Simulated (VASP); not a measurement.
Set up this calculation in VASP 6.6.1, as the native input.

```yaml
Task: single point
Functional: r2SCAN
Potentials_or_basis: VASP PAW PBE potentials, release 64 (K_sv, Br)
Cutoff: 520 eV
k_mesh: 6 × 6 × 4
Occupations: gaussian, width 0.01 eV
Spin: no spin polarisation
Dipole_correction: no
Further_INCAR_settings: ALGO = Normal; EDIFF = 1e-07; NBANDS = 24
```

The system is KBr.

```xyz
4
Lattice="5.7029 0.0000 0.0000 -2.8514 4.9388 0.0000 0.0000 0.0000 6.6521" Properties=species:S:1:pos:R:3 pbc="T T T"
K     0.0000    3.2925   -0.4158
K     2.8514    1.6463    2.9103
Br    0.0000    3.2925    2.9103
Br    2.8514    1.6463    6.2364
```

This cell differs from its parent crystal: strain +1.5%.

One way to write it, as run:

POSCAR

```
KBr
1.0
    5.7028600752      0.0000000000      0.0000000000
   -2.8514300376      4.9388216994      0.0000000000
    0.0000000000      0.0000000000      6.6521374984
K Br
2 2
Direct
    0.3333333333      0.6666666667     -0.0625000000
    0.6666666667      0.3333333333      0.4375000000
    0.3333333333      0.6666666667      0.4375000000
    0.6666666667      0.3333333333      0.9375000000
```

INCAR.step1

```
PREC = Accurate
ENCUT = 520
ISMEAR = 0
SIGMA = 0.01
LREAL = False
LASPH = True
NELM = 80
NBANDS = 24
GGA = PE
ALGO = Normal
EDIFF = 1E-4
LWAVE = True
LCHARG = False
```

INCAR.step2

```
PREC = Accurate
ENCUT = 520
EDIFF = 1E-7
ISMEAR = 0
SIGMA = 0.01
LREAL = False
LASPH = True
NELM = 80
ALGO = Normal
ISIF = 2
LWAVE = False
LCHARG = True
METAGGA = R2SCAN
LMIXTAU = True
LELF = True
LVHAR = True
NBANDS = 24
ISTART = 1
```

KPOINTS

```
Automatic mesh
0
Gamma
  6 6 4
```

Potentials or basis: VASP PAW PBE potentials, release 64 (K_sv, Br).

Run with:

```console
$ cat potpaw_PBE.64/K_sv/POTCAR potpaw_PBE.64/Br/POTCAR > POTCAR
$ cp INCAR.step1 INCAR
$ mpirun -np 1 vasp_std > vasp.out
$ cp INCAR.step2 INCAR
$ mpirun -np 1 vasp_std > vasp.out
```

Results of the run:

The pressure is -0.5 GPa and the band gap on the k mesh is 4.71 eV, direct.

Caveat: the cell differs from its parent crystal (strain +1.5%); the PAW data sets were made with another functional, which shifts forces and pressure a little.

Wall time 14 min on 1 thread of Oxide Virtual Turin-like Processor (shared host), peak memory 0.33 GiB.
